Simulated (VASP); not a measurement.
Here is a VASP 6.6.1 calculation.

Contents of INCAR:

```
SYSTEM = Zr2N
  PREC = Accurate
  ENCUT = 520
  EDIFF = 1E-6
  ISMEAR = 0
  SIGMA = 0.1
  LREAL = .FALSE.
  LASPH = .TRUE.
  NELM = 80
  ALGO = Normal
  ISIF = 2
  LWAVE = .FALSE.
  LCHARG = .TRUE.
  GGA = PS
  LELF = .TRUE.
  LVHAR = .TRUE.
  NBANDS = 38
```

File KPOINTS:

```
regular mesh
0
G
  8 8 10
  0 0 0
```

File POSCAR:

```
Zr2N
1.0
    5.1408324969      0.0000000000      0.0000000000
    0.0000000000      5.1408324969      0.0000000000
    0.0000000000      0.0000000000      3.1424488159
Zr N
4 2
Direct
    0.2940620976      0.2940620976      0.0000000000
    0.7059379024      0.7059379024      0.0000000000
    0.7940620976      0.2059379024      0.5000000000
    0.2059379024      0.7940620976      0.5000000000
    0.0000000000      0.0000000000      0.0000000000
    0.5000000000      0.5000000000      0.5000000000
```

Potentials or basis: VASP PAW PBE potentials, release 64 (Zr_sv, N).

The run is started by

```console
$ cat potpaw_PBE.64/Zr_sv/POTCAR potpaw_PBE.64/N/POTCAR > POTCAR
$ mpirun -np 1 vasp_std > vasp.out
```

Task: Predict the band gap on the k mesh.

Result: Zero (bands 29 and 30 overlap by 2.86 eV).

Task: Predict the pressure.

Result: 31.1 GPa.

Task: Estimate the largest force.

Result: 0.006 eV/Å.

Forces on the atoms (eV/Å):
```
Zr  -0.005 -0.005  0.000
Zr   0.005  0.005  0.000
Zr  -0.005  0.005  0.000
Zr   0.005 -0.005  0.000
N    0.000  0.000  0.000
N    0.000  0.000  0.000
```

Caveat: the cell stands under pressure; the PAW data sets were made with another functional, which shifts forces and pressure a little.
